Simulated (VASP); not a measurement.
# ZnO (wurtzite type) (P6_3mc) in VASP: notebook

The runs below take ZnO (wurtzite type) through density of states, with PBE.

All numbers are computed with VASP 6.6.1; they aren't measurements. Logs are shortened: lines on timing, memory, paths and dates and some standing lists are left out, and cuts for length are marked.

### Step 1. The cell of the first run

The structure is hexagonal, space group P6_3mc (No. 186). The conventional cell has a = 3.045 Å, b = 3.045 Å, c = 4.913 Å, α = 90.00°, β = 90.00°, γ = 120.00°. Zn (site symmetry 3m) has 4 O at 1.86 Å within 2.5 Å. O (site symmetry 3m) has 4 Zn at 1.86 Å within 2.5 Å.

### Step 2. Density of states, PBE (volume scaled by 0.8)

POSCAR

```
ZnO
1.0
    3.0446635418      0.0000000000      0.0000000000
   -1.5223317709      2.6367559732      0.0000000000
    0.0000000000      0.0000000000      4.9125317668
Zn O
2 2
Direct
    0.3333333333      0.6666666667     -0.0014628934
    0.6666666667      0.3333333333      0.4985371066
    0.3333333333      0.6666666667      0.3774628934
    0.6666666667      0.3333333333      0.8774628934
```

INCAR.step1

```
PREC = Accurate
ENCUT = 520
EDIFF = 1E-6
ISMEAR = -1
SIGMA = 0.05
LREAL = False
LASPH = True
NELM = 100
ALGO = Normal
ISIF = 2
LWAVE = False
LCHARG = True
GGA = PE
NBANDS = 26
```

KPOINTS.step1

```
regular mesh
0
Gamma
  13 13 7
```

INCAR.step2

```
PREC = Accurate
ENCUT = 520
EDIFF = 1E-6
ISMEAR = -5
SIGMA = 0.05
LREAL = False
LASPH = True
NELM = 100
ALGO = Normal
ISIF = 2
LWAVE = False
LCHARG = False
GGA = PE
LORBIT = 10
NBANDS = 26
NEDOS = 1001
ICHARG = 11
```

KPOINTS.step2

```
regular mesh
0
Gamma
  20 20 11
```

Potentials or basis: VASP PAW PBE potentials, release 64 (Zn, O).

On the command line:

```
$ cat potpaw_PBE.64/Zn/POTCAR potpaw_PBE.64/O/POTCAR > POTCAR
$ cp INCAR.step1 INCAR
$ cp KPOINTS.step1 KPOINTS
$ mpirun -np 1 vasp_std > vasp.out
$ cp INCAR.step2 INCAR
$ cp KPOINTS.step2 KPOINTS
$ mpirun -np 1 vasp_std > vasp.out
```

OUTCAR:

```text
PREC = Accurate
   ENCUT = 520
   EDIFF = 1E-6
   ISMEAR = -5
   LREAL = False
   LASPH = True
   NELM = 100
   ISIF = 2
   GGA = PE
   LORBIT = 10
   ICHARG = 11

 ion  position               nearest neighbor table
   1  0.333  0.667  0.999-   4 1.86   4 1.86   4 1.86   3 1.86   2 3.02   2 3.02   2 3.02   2 3.02
                             2 3.02   2 3.02
   2  0.667  0.333  0.499-   3 1.86   3 1.86   3 1.86   4 1.86   1 3.02   1 3.02   1 3.02   1 3.02
                             1 3.02   1 3.02
   3  0.333  0.667  0.377-   2 1.86   2 1.86   2 1.86   1 1.86
   4  0.667  0.333  0.877-   1 1.86   1 1.86   1 1.86   2 1.86

  LATTYP: Found a hexagonal cell.
 ALAT       =     3.0446635418
 C/A-ratio  =     1.6134892080

  Lattice vectors:

 A1 = (   3.0446635418,   0.0000000000,   0.0000000000)
 A2 = (  -1.5223317709,   2.6367559732,   0.0000000000)
 A3 = (   0.0000000000,   0.0000000000,   4.9125317668)

Analysis of symmetry for initial positions (statically):
=====================================================================
 Subroutine PRICEL returns:
 Original cell was already a primitive cell.

 Routine SETGRP: Setting up the symmetry group for a
 hexagonal supercell.

 Subroutine GETGRP returns: Found 12 space group operations
 (whereof  6 operations were pure point group operations)
 out of a pool of 24 trial point group operations.

The static configuration has the point symmetry C_3v.
 The point group associated with its full space group is C_6v.

Analysis of symmetry for dynamics (positions and initial velocities):
=====================================================================
 Subroutine PRICEL returns:
 Original cell was already a primitive cell.

 Routine SETGRP: Setting up the symmetry group for a
 hexagonal supercell.

 Subroutine GETGRP returns: Found 12 space group operations
 (whereof  6 operations were pure point group operations)
 out of a pool of 24 trial point group operations.

The dynamic configuration has the point symmetry C_3v.
 The point group associated with its full space group is C_6v.

 Subroutine INISYM returns: Found 12 space group operations
 (whereof  6 operations are pure point group operations),
 and found     1 'primitive' translations

----------------------------------------------------------------------------------------

                                     Primitive cell

  volume of cell :      39.4380

  direct lattice vectors                    reciprocal lattice vectors
     3.044663542  0.000000000  0.000000000     0.328443516  0.189626953  0.000000000
    -1.522331771  2.636755973  0.000000000     0.000000000  0.379253905  0.000000000
     0.000000000  0.000000000  4.912531767     0.000000000  0.000000000  0.203561025

  length of vectors
     3.044663542  3.044663542  4.912531767     0.379253905  0.379253905  0.203561025

  position of ions in fractional coordinates (direct lattice)
     0.333333333  0.666666667  0.998537107
     0.666666667  0.333333333  0.498537107
     0.333333333  0.666666667  0.377462893
     0.666666667  0.333333333  0.877462893

  ion indices of the primitive-cell ions
   primitive index   ion index
                 1           1
                 2           2
                 3           3
                 4           4

----------------------------------------------------------------------------------------

 KPOINTS: regular mesh

Automatic generation of k-mesh.
 Grid dimensions read from file:
 generate k-points for:   20   20   11

 Generating k-lattice:

  Cartesian coordinates                     Fractional coordinates (reciprocal lattice)
     0.016422176  0.009481348  0.000000000     0.050000000  0.000000000  0.000000000
     0.000000000  0.018962695  0.000000000     0.000000000  0.050000000  0.000000000
     0.000000000  0.000000000  0.018505548     0.000000000  0.000000000  0.090909091

  Length of vectors
     0.018962695  0.018962695  0.018505548

  Shift w.r.t. Gamma in fractional coordinates (k-lattice)
     0.000000000  0.000000000  0.000000000

 TETIRR: Found   4310 inequivalent tetrahedra from    26400

 Subroutine IBZKPT returns following result:
 ===========================================

 Found    264 irreducible k-points:

 Following reciprocal coordinates:
            Coordinates               Weight
  0.000000  0.000000  0.000000      1.000000
  0.050000  0.000000  0.000000      6.000000
  0.100000 -0.000000  0.000000      6.000000
  0.150000  0.000000  0.000000      6.000000
  0.200000 -0.000000  0.000000      6.000000
  0.250000  0.000000  0.000000      6.000000
[... 16 lines left out ...]
  0.200000  0.100000  0.000000     12.000000
  0.250000  0.100000  0.000000     12.000000
 [... further k-points ...]
   k-points           NKPTS =    264   k-points in BZ     NKDIM =    264   number of bands    NBANDS=     26
   number of dos      NEDOS =   1001   number of ions     NIONS =      4
   total plane-waves  NPLWV =  23040
   dimension x,y,z NGX =    24 NGY =   24 NGZ =   40
   dimension x,y,z NGXF=    48 NGYF=   48 NGZF=   80
   ions per type =               2   2
   NGX,Y,Z   is equivalent  to a cutoff of  13.10, 13.10, 13.54 a.u.
   NGXF,Y,Z  is equivalent  to a cutoff of  26.21, 26.21, 27.07 a.u.
 SYSTEM =  unknown system
   PREC   = accura    normal or accurate (medium, high low for compatibility)
   ISTART =      0    job   : 0-new  1-cont  2-samecut
   ICHARG =     11    charge: 1-file 2-atom 10-const
   ISPIN  =      1    spin polarized calculation?
   LNONCOLLINEAR =      F non collinear calculations
   LSORBIT =      F    spin-orbit coupling
   LASPH  =      T    aspherical Exc in radial PAW
   ENCUT  =  520.0 eV  38.22 Ry    6.18 a.u.   5.66  5.66  9.13*2*pi/ulx,y,z
   NELM   =    100;   NELMIN=  2; NELMDL=  0     # of ELM steps
   EDIFF  = 0.1E-05   stopping-criterion for ELM
   LREAL  =      F    real-space projection
   EDIFFG = 0.1E-04   stopping-criterion for IOM
   NSW    =      0    number of steps for IOM
   IBRION =     -1    ionic relax: 0-MD 1-quasi-New 2-CG
   NFREE  =      0    steps in history (QN), initial steepest desc. (CG)
   ISIF   =      2    stress and relaxation
   ISYM   =      2    0-nonsym 1-usesym 2-fastsym
   POTIM  = 0.5000    time-step for ionic-motion
   TEBEG  =    0.0;   TEEND  =   0.0 temperature during run
   PSTRESS=    0.0 pullay stress
   NELECT =      36.0000    total number of electrons
   NUPDOWN=      -1.0000    fix difference up-down
   EMIN   =  10.00;   EMAX   =-10.00  energy-range for DOS
   EFERMI =   0.00;   METHOD = LEGACY
   ISMEAR =    -5;   SIGMA  =   0.05  broadening in eV -4-tet -1-fermi 0-gaus
   EFERMI_NEDOS =   21; number of points for ismear=-14 and -15
   IALGO  =     38    algorithm
   IMIX   =      4    mixing-type and parameters
     AMIX     =   0.40;   BMIX     =  1.00
     AMIX_MAG =   1.60;   BMIX_MAG =  1.00
  volume/ion in A,a.u.               =       9.86        66.54
  Fermi-wavevector in a.u.,A,eV,Ry     =   1.588074  3.001025 34.313617  2.521980
  Thomas-Fermi vector in A             =   2.687134
   LORBIT       =     10    0 simple, 1 ext, 2 COOP (PROOUT), +10 PAW based schemes
   GGA     = PE    functional components
   LHFCALC =     F    Hartree Fock is set to
   AEXX    =    0.0000 exact exchange contribution
   IVDW    =     0    specifies the selected vdW correction
   LEPSILON=     F    determine dielectric tensor
   LRPA    =     F    only Hartree local field effects (RPA)
 non-spin polarized calculation
 Fermi weights with tetrahedron method with Bloechl corrections
  energy-cutoff  :      520.00
  volume of cell :       39.44
 maximum number of plane-waves:      1093
 NGX is ok and might be reduce to    24

 number of electron      36.0000032 magnetization

 Free energy of the ion-electron system (eV)
  ---------------------------------------------------
  ext. energy  EPLUGINS =         0.00000000
  ---------------------------------------------------
  free energy    TOTEN  =       -16.56995424 eV

  energy without entropy =      -16.56995424  energy(sigma->0) =      -16.56995424

 E-fermi :   3.1491     XC(G=0): -11.9564

 val. band max:        3.1422937465   @ k =   0.0000   0.0000   0.0000
 cond. band min:       4.1877707320   @ k =   0.0000   0.0000   0.0000
 fundamental gap:      1.0454769855
 Fermi energy:         3.1490988668

 k-point     1 :       0.0000    0.0000    0.0000
  band No.  band energies     occupation
      1     -16.7070      2.00000
      2     -15.6560      2.00000
      3      -4.1822      2.00000
      4      -3.7202      2.00000
      5      -3.7202      2.00000
      6      -3.6538      2.00000
[... 18 lines left out ...]
     25      18.5825      0.00000
     26      18.5825      0.00000

 k-point     2 :       0.0500    0.0000    0.0000
  band No.  band energies     occupation
      1     -16.6870      2.00000
      2     -15.6468      2.00000
      3      -4.1559      2.00000
      4      -3.7484      2.00000
      5      -3.7093      2.00000
      6      -3.6395      2.00000
[... 18 lines left out ...]
     25      18.3812      0.00000
     26      18.6396      0.00000

 k-point     3 :       0.1000   -0.0000    0.0000
  band No.  band energies     occupation
      1     -16.6282      2.00000
      2     -15.6202      2.00000
      3      -4.0842      2.00000
      4      -3.8141      2.00000
      5      -3.6780      2.00000
      6      -3.6090      2.00000
[... 18 lines left out ...]
     25      18.5089      0.00000
     26      18.7710      0.00000

 k-point     4 :       0.1500    0.0000    0.0000
  band No.  band energies     occupation
      1     -16.5343      2.00000
      2     -15.5796      2.00000
      3      -4.0257      2.00000
      4      -3.8525      2.00000
      5      -3.6305      2.00000
      6      -3.5874      2.00000
[... 18 lines left out ...]
     25      18.4785      0.00000
     26      18.8599      0.00000

 k-point     5 :       0.2000   -0.0000    0.0000
  band No.  band energies     occupation
      1     -16.4117      2.00000
      2     -15.5305      2.00000
      3      -4.0951      2.00000
      4      -3.7668      2.00000
      5      -3.5851      2.00000
      6      -3.5733      2.00000
[... 18 lines left out ...]
     25      17.8077      0.00000
     26      18.7881      0.00000

 k-point     6 :       0.2500    0.0000    0.0000
  band No.  band energies     occupation
      1     -16.2688      2.00000
      2     -15.4792      2.00000
      3      -4.1962      2.00000
      4      -3.7402      2.00000
      5      -3.5150      2.00000
      6      -3.5068      2.00000
[... 427 lines left out ...]
 k-point    21 :       0.1000    0.1000    0.0000
  band No.  band energies     occupation
      1     -16.4804      2.00000
      2     -15.5575      2.00000
      3      -3.9621      2.00000
      4      -3.9359      2.00000
      5      -3.5727      2.00000
      6      -3.5440      2.00000
[... 18 lines left out ...]
     25      17.9436      0.00000
     26      19.4103      0.00000

 k-point    22 :       0.1500    0.1000    0.0000
  band No.  band energies     occupation
      1     -16.3619      2.00000
      2     -15.5116      2.00000
      3      -4.0617      2.00000
      4      -3.8558      2.00000
      5      -3.5335      2.00000
      6      -3.4872      2.00000
[... 18 lines left out ...]
     25      17.5603      0.00000
     26      19.3963      0.00000

 k-point    23 :       0.2000    0.1000    0.0000
  band No.  band energies     occupation
      1     -16.2237      2.00000
      2     -15.4642      2.00000
      3      -4.1538      2.00000
      4      -3.8116      2.00000
      5      -3.5234      2.00000
      6      -3.4049      2.00000
[... 18 lines left out ...]
     25      17.3334      0.00000
     26      19.0906      0.00000

 k-point    24 :       0.2500    0.1000    0.0000
  band No.  band energies     occupation
      1     -16.0765      2.00000
      2     -15.4224      2.00000
      3      -4.2198      2.00000
      4      -3.8119      2.00000
      5      -3.4969      2.00000
      6      -3.3232      2.00000
[... 18 lines left out ...]
     25      17.0911      0.00000
     26      18.9465      0.00000

 [... further k-points ...]

------------------------ aborting loop because EDIFF is reached ----------------------------------------

  FORCE on cell =-STRESS in cart. coord.  units (eV):
  Direction    XX          YY          ZZ          XY          YZ          ZX
  --------------------------------------------------------------------------------------
  -------------------------------------------------------------------------------------
  Total       12.1596064     12.1596064     12.1709261      0.0000000      0.0000000     -0.0000000
  in kB      493.9869592    493.9869592    494.4468217      0.0000000      0.0000000     -0.0000000
  external PRESSURE =     494.1402467 kB  Pullay stress =       0.0000000 kB

 VOLUME and BASIS-vectors are now :
 -----------------------------------------------------------------------------
  energy-cutoff  :      520.00
  volume of cell :       39.44
      direct lattice vectors                 reciprocal lattice vectors
     3.044663542  0.000000000  0.000000000     0.328443516  0.189626953  0.000000000
    -1.522331771  2.636755973  0.000000000     0.000000000  0.379253905  0.000000000
     0.000000000  0.000000000  4.912531767     0.000000000  0.000000000  0.203561025

 POSITION                                       TOTAL-FORCE (eV/Angst)
 -----------------------------------------------------------------------------------
     -0.00000      1.75784      4.90535        -0.000000     -0.000000      0.004019
      1.52233      0.87892      2.44908         0.000000      0.000000      0.004019
     -0.00000      1.75784      1.85430        -0.000000     -0.000000     -0.004019
      1.52233      0.87892      4.31056         0.000000     -0.000000     -0.004019
 -----------------------------------------------------------------------------------
    total drift:                                0.000001      0.000001      0.002612

  FREE ENERGIE OF THE ION-ELECTRON SYSTEM (eV)
  ---------------------------------------------------
  free  energy   TOTEN  =       -16.5699542390 eV

  energy  without entropy=      -16.5699542390  energy(sigma->0) =      -16.56995424

 total charge

# of ion       s       p       d       tot
------------------------------------------
    1        0.523   0.688   9.993  11.204
    2        0.523   0.688   9.993  11.204
    3        1.550   3.577   0.000   5.127
    4        1.550   3.577   0.000   5.127
--------------------------------------------------
tot          4.146   8.530  19.987  32.663
```

Wall time 5.9 min (1 thread of AMD EPYC 7R13, shared host); peak memory 0.3 GiB.

What came out:

```
Valence electrons inside the program's atomic spheres : Zn 11.20; O 5.13
```

Levels at points of the mesh, in eV from the valence-band top:
```tsv
k point	band 14	band 15	band 16	band 17	band 18	band 19	band 20	band 21	band 22	band 23
(0.00, 0.00, 0.00)	-1.04	-1.04	-0.16	0.00	0.00	1.05	5.91	8.80	13.85	13.85
(0.50, 0.00, 0.00)	-4.01	-3.40	-2.93	-1.61	-1.11	6.57	7.06	7.74	9.76	11.66
```

Caveat: the cell differs from its parent crystal (volume scaled by 0.8).

### Step 3. Density of states, PBE (volume scaled by 0.88)

POSCAR

```
ZnO
1.0
    3.1431602931      0.0000000000      0.0000000000
   -1.5715801465      2.7220566620      0.0000000000
    0.0000000000      0.0000000000      5.0704162250
Zn O
2 2
Direct
    0.3333333333      0.6666666667     -0.0015389875
    0.6666666667      0.3333333333      0.4984610125
    0.3333333333      0.6666666667      0.3775389875
    0.6666666667      0.3333333333      0.8775389875
```

INCAR.step1

```
SYSTEM = ZnO
ALGO = Normal
EDIFF = 1E-6
ENCUT = 520
GGA = PE
ISIF = 2
ISMEAR = -1
LASPH = .True.
LCHARG = .True.
LREAL = .False.
LWAVE = .False.
NBANDS = 26
NELM = 100
PREC = Accurate
SIGMA = 0.05
```

KPOINTS.step1

```
k-points
0
Gamma
  13 13 7
  0 0 0
```

INCAR.step2

```
SYSTEM = ZnO
ALGO = Normal
EDIFF = 1E-6
ENCUT = 520
GGA = PE
ICHARG = 11
ISIF = 2
ISMEAR = -5
LASPH = .True.
LCHARG = .False.
LORBIT = 11
LREAL = .False.
LWAVE = .False.
NBANDS = 26
NEDOS = 2001
NELM = 100
PREC = Accurate
SIGMA = 0.05
```

KPOINTS.step2

```
k-points
0
Gamma
  20 20 11
  0 0 0
```

Potentials or basis: VASP PAW PBE potentials, release 64 (Zn, O).

On the command line:

```
$ cat potpaw_PBE.64/Zn/POTCAR potpaw_PBE.64/O/POTCAR > POTCAR
$ cp INCAR.step1 INCAR
$ cp KPOINTS.step1 KPOINTS
$ mpirun -np 1 vasp_std > vasp.out
$ cp INCAR.step2 INCAR
$ cp KPOINTS.step2 KPOINTS
$ mpirun -np 1 vasp_std > vasp.out
```

It took 5.7 min on 1 thread of AMD EPYC 7R13, shared host; peak memory 0.32 GiB.

The run converged. Its results:

- Valence electrons inside the program's atomic spheres: Zn 11.01; O 5.06

Levels at points of the mesh, in eV from the valence-band top:
```csv
k point,band 16,band 17,band 18,band 19,band 20,band 21
"(0.00, 0.00, 0.00)",-0.12,0.00,0.00,0.91,5.57,8.50
"(0.50, 0.00, 0.00)",-2.58,-1.45,-0.96,6.17,6.97,7.67
```

Caveat: the cell differs from its parent crystal (volume scaled by 0.88).

### Step 4. Density of states, PBE

This run uses another cell than the first one, of 12.32 Å³/atom, 1.250 times its volume.

POSCAR

```
ZnO
1.0
    3.2791084896      0.0000000000      0.0000000000
   -1.6395542448      2.8397912538      0.0000000000
    0.0000000000      0.0000000000      5.2939815964
Zn O
2 2
Direct
    0.3333333333      0.6666666667     -0.0015152519
    0.6666666667      0.3333333333      0.4984847481
    0.3333333333      0.6666666667      0.3775152519
    0.6666666667      0.3333333333      0.8775152519
```

INCAR.step1

```
SYSTEM = ZnO
  PREC = Accurate
  ENCUT = 520
  EDIFF = 1E-6
  ISMEAR = -1
  SIGMA = 0.05
  LREAL = .False.
  LASPH = .True.
  NELM = 100
  ALGO = Normal
  ISIF = 2
  LWAVE = .False.
  LCHARG = .True.
  GGA = PE
  NBANDS = 26
```

KPOINTS.step1

```
Automatic mesh
0
Gamma
  13 13 7
  0 0 0
```

INCAR.step2

```
SYSTEM = ZnO
  PREC = Accurate
  ENCUT = 520
  EDIFF = 1E-6
  ISMEAR = -5
  SIGMA = 0.05
  LREAL = .False.
  LASPH = .True.
  NELM = 100
  ALGO = Normal
  ISIF = 2
  LWAVE = .False.
  LCHARG = .False.
  GGA = PE
  LORBIT = 11
  NEDOS = 2001
  ICHARG = 11
```

KPOINTS.step2

```
Automatic mesh
0
Gamma
  20 20 11
  0 0 0
```

On the command line:

```
$ cat potpaw_PBE.64/Zn/POTCAR potpaw_PBE.64/O/POTCAR > POTCAR
$ cp INCAR.step1 INCAR
$ cp KPOINTS.step1 KPOINTS
$ mpirun -np 1 vasp_std > vasp.out
$ cp INCAR.step2 INCAR
$ cp KPOINTS.step2 KPOINTS
$ mpirun -np 1 vasp_std > vasp.out
```

It took 6.7 min on 1 thread of AMD EPYC 7R13, shared host; peak memory 0.32 GiB.

Results (log left out):

* Valence electrons inside the program's atomic spheres: Zn 10.80; O 4.99

Levels at points of the mesh, in eV from the valence-band top:
| k point | band 16 | band 17 | band 18 | band 19 | band 20 | band 21 |
| --- | --- | --- | --- | --- | --- | --- |
| (0.00, 0.00, 0.00) | -0.08 | 0.00 | 0.00 | 0.73 | 5.09 | 8.07 |
| (0.50, 0.00, 0.00) | -2.15 | -1.23 | -0.79 | 5.62 | 6.82 | 7.52 |
